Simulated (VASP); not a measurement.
# Ga3Sb (P-3m1) in VASP: further runs

The runs below take Ga3Sb through relaxation of cell and atoms, with PBE.

All numbers are computed with VASP 6.6.1; they aren't measurements. Logs are shortened: lines on timing, memory, paths and dates and some standing lists are left out, and cuts for length are marked.

## (1) The cell of the first run

It takes space group P-3m1 (No. 164, trigonal). Conventional cell: a = 3.889 Å, b = 3.889 Å, c = 6.951 Å, α = 90.00°, β = 90.00°, γ = 120.00°. Ga (site symmetry 3m) has 3 Ga at 2.74 Å and 3 Sb at 2.94 Å within 3.6 Å. Within 3.6 Å of Ga (site symmetry -3m) lie 6 Ga at 2.74 Å and 2 Sb at 3.48 Å. Sb (site symmetry -3m) has 8 Ga at 2.94 to 3.48 Å and 6 Sb at 3.89 Å within 3.9 Å.

The cell was generated, and may not be a known phase.

## (2) Relaxation of cell and atoms, PBE

The input, INCAR:

```
PREC = Accurate
ENCUT = 600
EDIFF = 1E-6
ISMEAR = 0
SIGMA = 0.1
LREAL = F
LASPH = T
NELM = 60
ALGO = Fast
ISIF = 3
LWAVE = F
LCHARG = F
GGA = PE
IBRION = 2
NSW = 100
EDIFFG = -0.01
```

The input, KPOINTS:

```
regular mesh
0
Gamma
  12 12 8
```

The input, POSCAR:

```
Ga3Sb
1.0
    3.8887618232      0.0000000000      0.0000000000
   -1.9443809116      3.3677665282      0.0000000000
    0.0000000000      0.0000000000      6.9508961660
Ga Sb
3 1
Direct
    0.3333333333      0.6666666667      0.2261467893
    0.6666666667      0.3333333333      0.7738532107
    0.0000000000      0.0000000000      0.0000000000
    0.0000000000      0.0000000000      0.5000000000
```

Potentials or basis: VASP PAW PBE potentials, release 64 (Ga_d, Sb).

Launch:

```
$ cat potpaw_PBE.64/Ga_d/POTCAR potpaw_PBE.64/Sb/POTCAR > POTCAR
$ mpirun -np 1 vasp_std > vasp.out
```

OUTCAR:

```text
PREC = Accurate
   ENCUT = 600
   EDIFF = 1E-6
   ISMEAR = 0
   LREAL = F
   LASPH = T
   NELM = 60
   ISIF = 3
   GGA = PE
   IBRION = 2
   NSW = 100
   EDIFFG = -0.01

 ion  position               nearest neighbor table
   1  0.333  0.667  0.226-   3 2.74   3 2.74   3 2.74   4 2.94   4 2.94   4 2.94
   2  0.667  0.333  0.774-   3 2.74   3 2.74   3 2.74   4 2.94   4 2.94   4 2.94
   3  0.000  0.000  0.000-   1 2.74   2 2.74   2 2.74   1 2.74   2 2.74   1 2.74
   4  0.000  0.000  0.500-   1 2.94   2 2.94   2 2.94   1 2.94   2 2.94   1 2.94

  LATTYP: Found a hexagonal cell.
 ALAT       =     3.8887618232
 C/A-ratio  =     1.7874317024

  Lattice vectors:

 A1 = (   3.8887618232,   0.0000000000,   0.0000000000)
 A2 = (  -1.9443809116,   3.3677665282,   0.0000000000)
 A3 = (   0.0000000000,   0.0000000000,   6.9508961660)

Analysis of symmetry for initial positions (statically):
=====================================================================
 Subroutine PRICEL returns:
 Original cell was already a primitive cell.

 Routine SETGRP: Setting up the symmetry group for a
 hexagonal supercell.

 Subroutine GETGRP returns: Found 12 space group operations
 (whereof 12 operations were pure point group operations)
 out of a pool of 24 trial point group operations.

The static configuration has the point symmetry D_3d.

Analysis of symmetry for dynamics (positions and initial velocities):
=====================================================================
 Subroutine PRICEL returns:
 Original cell was already a primitive cell.

 Routine SETGRP: Setting up the symmetry group for a
 hexagonal supercell.

 Subroutine GETGRP returns: Found 12 space group operations
 (whereof 12 operations were pure point group operations)
 out of a pool of 24 trial point group operations.

The dynamic configuration has the point symmetry D_3d.

 Subroutine INISYM returns: Found 12 space group operations
 (whereof 12 operations are pure point group operations),
 and found     1 'primitive' translations

----------------------------------------------------------------------------------------

                                     Primitive cell

  volume of cell :      91.0320

  direct lattice vectors                    reciprocal lattice vectors
     3.888761823  0.000000000  0.000000000     0.257151259  0.148466349  0.000000000
    -1.944380912  3.367766528  0.000000000     0.000000000  0.296932698  0.000000000
     0.000000000  0.000000000  6.950896166     0.000000000  0.000000000  0.143866341

  length of vectors
     3.888761823  3.888761823  6.950896166     0.296932698  0.296932698  0.143866341

  position of ions in fractional coordinates (direct lattice)
     0.333333333  0.666666667  0.226146789
     0.666666667  0.333333333  0.773853211
     0.000000000  0.000000000  0.000000000
     0.000000000  0.000000000  0.500000000

  ion indices of the primitive-cell ions
   primitive index   ion index
                 1           1
                 2           2
                 3           3
                 4           4

----------------------------------------------------------------------------------------

 KPOINTS: regular mesh

Automatic generation of k-mesh.
 Grid dimensions read from file:
 generate k-points for:   12   12    8

 Generating k-lattice:

  Cartesian coordinates                     Fractional coordinates (reciprocal lattice)
     0.021429272  0.012372196  0.000000000     0.083333333 -0.000000000  0.000000000
     0.000000000  0.024744391  0.000000000     0.000000000  0.083333333  0.000000000
     0.000000000  0.000000000  0.017983293     0.000000000  0.000000000  0.125000000

  Length of vectors
     0.024744391  0.024744391  0.017983293

  Shift w.r.t. Gamma in fractional coordinates (k-lattice)
     0.000000000  0.000000000  0.000000000

 Subroutine IBZKPT returns following result:
 ===========================================

 Found    131 irreducible k-points:

 Following reciprocal coordinates:
            Coordinates               Weight
  0.000000  0.000000  0.000000      1.000000
  0.083333 -0.000000  0.000000      6.000000
  0.166667  0.000000  0.000000      6.000000
  0.250000 -0.000000  0.000000      6.000000
  0.333333 -0.000000  0.000000      6.000000
  0.416667  0.000000  0.000000      6.000000
[... 16 lines left out ...]
  0.166667  0.000000  0.125000      6.000000
  0.000000  0.166667  0.125000      6.000000
 [... further k-points ...]
   k-points           NKPTS =    131   k-points in BZ     NKDIM =    131   number of bands    NBANDS=     26
   number of dos      NEDOS =    301   number of ions     NIONS =      4
   total plane-waves  NPLWV =  57344
   dimension x,y,z NGX =    32 NGY =   32 NGZ =   56
   dimension x,y,z NGXF=    64 NGYF=   64 NGZF=  112
   ions per type =               3   1
   NGX,Y,Z   is equivalent  to a cutoff of  13.68, 13.68, 13.39 a.u.
   NGXF,Y,Z  is equivalent  to a cutoff of  27.36, 27.36, 26.79 a.u.
 SYSTEM =  unknown system
   PREC   = accura    normal or accurate (medium, high low for compatibility)
   ISTART =      0    job   : 0-new  1-cont  2-samecut
   ICHARG =      2    charge: 1-file 2-atom 10-const
   ISPIN  =      1    spin polarized calculation?
   LNONCOLLINEAR =      F non collinear calculations
   LSORBIT =      F    spin-orbit coupling
   LASPH  =      T    aspherical Exc in radial PAW
   ENCUT  =  600.0 eV  44.10 Ry    6.64 a.u.   7.77  7.77 13.88*2*pi/ulx,y,z
   NELM   =     60;   NELMIN=  2; NELMDL= -5     # of ELM steps
   EDIFF  = 0.1E-05   stopping-criterion for ELM
   LREAL  =      F    real-space projection
   EDIFFG = -.1E-01   stopping-criterion for IOM
   NSW    =    100    number of steps for IOM
   IBRION =      2    ionic relax: 0-MD 1-quasi-New 2-CG
   NFREE  =      1    steps in history (QN), initial steepest desc. (CG)
   ISIF   =      3    stress and relaxation
   ISYM   =      2    0-nonsym 1-usesym 2-fastsym
   POTIM  = 0.5000    time-step for ionic-motion
   TEBEG  =    0.0;   TEEND  =   0.0 temperature during run
   PSTRESS=    0.0 pullay stress
   NELECT =      44.0000    total number of electrons
   NUPDOWN=      -1.0000    fix difference up-down
   EMIN   =  10.00;   EMAX   =-10.00  energy-range for DOS
   EFERMI =   0.00;   METHOD = LEGACY
   ISMEAR =     0;   SIGMA  =   0.10  broadening in eV -4-tet -1-fermi 0-gaus
   EFERMI_NEDOS =   21; number of points for ismear=-14 and -15
   IALGO  =     68    algorithm
   IMIX   =      4    mixing-type and parameters
     AMIX     =   0.40;   BMIX     =  1.00
     AMIX_MAG =   1.60;   BMIX_MAG =  1.00
  volume/ion in A,a.u.               =      22.76       153.58
  Fermi-wavevector in a.u.,A,eV,Ry     =   1.284777  2.427876 22.458476  1.650651
  Thomas-Fermi vector in A             =   2.416950
   LORBIT       =      0    0 simple, 1 ext, 2 COOP (PROOUT), +10 PAW based schemes
   GGA     = PE    functional components
   LHFCALC =     F    Hartree Fock is set to
   AEXX    =    0.0000 exact exchange contribution
   IVDW    =     0    specifies the selected vdW correction
   LEPSILON=     F    determine dielectric tensor
   LRPA    =     F    only Hartree local field effects (RPA)
 conjugate gradient relaxation of ions
 non-spin polarized calculation
 RMM-DIIS sequential band-by-band and
 Gauss-broadening in eV      SIGMA  =   0.10
  energy-cutoff  :      600.00
  volume of cell :       91.03
 maximum number of plane-waves:      3064
 NGX is ok and might be reduce to    32
   NGX = 15   NGY = 15   NGZ = 27

--------------------------------------- Ionic step        1  -------------------------------------------

 number of electron      43.9999995 magnetization

 Free energy of the ion-electron system (eV)
  ---------------------------------------------------
  ext. energy  EPLUGINS =         0.00000000
  ---------------------------------------------------
  free energy    TOTEN  =       -12.48990250 eV

  energy without entropy =      -12.47862462  energy(sigma->0) =      -12.48426356

------------------------ aborting loop because EDIFF is reached ----------------------------------------

  FORCE on cell =-STRESS in cart. coord.  units (eV):
  Direction    XX          YY          ZZ          XY          YZ          ZX
  --------------------------------------------------------------------------------------
  -------------------------------------------------------------------------------------
  Total        0.6429356      0.6429356     -0.9717775      0.0000000      0.0000000      0.0000000
  in kB       11.3157653     11.3157653    -17.1034338      0.0000000      0.0000000      0.0000000
  external PRESSURE =       1.8426989 kB  Pullay stress =       0.0000000 kB
[... 95 lines left out ...]
  FREE ENERGIE OF THE ION-ELECTRON SYSTEM (eV)
  ---------------------------------------------------
  free  energy   TOTEN  =       -12.5831742134 eV

  energy  without entropy=      -12.5739656760  energy(sigma->0) =      -12.57856994

 E-fermi :   5.0632     XC(G=0):  -9.9748

 val. band max:        5.0472495369   @ k =   0.2500   0.1667   0.5000
 cond. band min:       5.0728472954   @ k =   0.0000   0.2500   0.3750
 fundamental gap:      0.0255977585
 Fermi energy:         5.0631708409

 k-point     1 :       0.0000    0.0000    0.0000
  band No.  band energies     occupation
      1      -9.9226      2.00000
      2      -9.9226      2.00000
      3      -9.8327      2.00000
      4      -9.8327      2.00000
      5      -9.8302      2.00000
      6      -9.7615      2.00000
[... 685 lines left out ...]
     25       7.8602      0.00000
     26       8.0725      0.00000

 [... further k-points ...]

[... ionic steps 4 to 11 ...]

--------------------------------------- Ionic step       12  -------------------------------------------

 number of electron      44.0000005 magnetization

------------------------ aborting loop because EDIFF is reached ----------------------------------------
[... 71 lines left out ...]
--------------------------------------- Ionic step       14  -------------------------------------------

 number of electron      44.0000009 magnetization

 Free energy of the ion-electron system (eV)
  ---------------------------------------------------
  ext. energy  EPLUGINS =         0.00000000
  ---------------------------------------------------
  free energy    TOTEN  =       -12.65737221 eV

  energy without entropy =      -12.65174344  energy(sigma->0) =      -12.65455783

 E-fermi :   5.3192     XC(G=0): -10.1063

 val. band max:        5.3095592325   @ k =   0.3333   0.1667   0.2500
 cond. band min:       5.3345724844   @ k =   0.0000   0.0833   0.2500
 fundamental gap:      0.0250132519
 Fermi energy:         5.3192402856

 k-point     1 :       0.0000    0.0000    0.0000
  band No.  band energies     occupation
      1      -9.7203      2.00000
      2      -9.7203      2.00000
      3      -9.6231      2.00000
      4      -9.6231      2.00000
      5      -9.6097      2.00000
      6      -9.5196      2.00000
[... 685 lines left out ...]
     25       8.2541      0.00000
     26       8.4178      0.00000

 [... further k-points ...]
[... 5 lines left out ...]
  --------------------------------------------------------------------------------------
  -------------------------------------------------------------------------------------
  Total        0.0264494      0.0264494      0.0333741     -0.0000000     -0.0000000      0.0000000
  in kB        0.4566801      0.4566801      0.5762435     -0.0000000     -0.0000000      0.0000000
  external PRESSURE =       0.4965346 kB  Pullay stress =       0.0000000 kB
[... 19 lines left out ...]
  FREE ENERGIE OF THE ION-ELECTRON SYSTEM (eV)
  ---------------------------------------------------
  free  energy   TOTEN  =       -12.6573722101 eV

  energy  without entropy=      -12.6517434442  energy(sigma->0) =      -12.65455783

 reached required accuracy - stopping structural energy minimisation
```

Run time: 23 min. Hardware: 1 thread of Intel Xeon 6975P-C (Granite Rapids), shared host; peak memory 0.49 GiB.

What came out:

| Item | Value |
| --- | --- |
| Free energy | -12.6574 eV |
| Relaxed volume | 23.20 Å³/atom |
| Relaxed cell | a = 4.201 Å, b = 4.201 Å, c = 6.071 Å, α = 90.00°, β = 90.00°, γ = 120.00° |
| Space group after relaxing (to 0.1 Å) | P-3m1 (No. 164) |
| Energy gained by relaxing | 41.9 meV/atom |
| Ionic steps | 14 |
| Pressure after relaxing | 0.0 GPa |
| Band gap on the k mesh | zero (bands 22 and 23 overlap by 2.71 eV) |

Forces in eV/Å, atoms in the order of the input:
```
Ga   0.000  0.000  0.003
Ga   0.000  0.000 -0.003
Ga   0.000  0.000  0.000
Sb   0.000  0.000  0.000
```

Step by step:
```tsv
step	energy change (eV)	largest force (eV/Å)	pressure (GPa)	volume (Å³)
1	0.0000	0.1868	0.18	91.03
2	-0.0247	0.1472	0.16	91.37
3	-0.0933	0.0404	0.12	92.23
4	-0.1333	0.3095	0.63	93.31
5	-0.1399	0.0901	0.31	92.96
6	-0.1451	0.1773	0.44	93.13
7	-0.1479	0.1058	-0.74	95.48
8	-0.1493	0.1364	-0.30	94.60
9	-0.1554	0.1041	-0.23	94.05
10	-0.1665	0.0325	0.09	92.42
11	-0.1660	0.0040	0.50	91.92
12	-0.1667	0.0297	0.35	92.25
13	-0.1633	0.0819	-0.59	94.01
14	-0.1675	0.0026	0.05	92.79
```

Final structure:
```
CELL_PARAMETERS angstrom
4.20108 0.00000 0.00000
-2.10054 3.63824 0.00000
0.00000 0.00000 6.07102
ATOMIC_POSITIONS crystal
Ga 0.33333 0.66667 0.21933
Ga 0.66667 0.33333 0.78067
Ga 0.00000 0.00000 0.00000
Sb 0.00000 0.00000 0.50000
```

Caveat: spin-orbit coupling is left out, which moves the levels of the heavy elements.

(Part 1 of 2 ends here.)

The gap in the log of VASP goes by the Fermi energy; the results here count the filled bands.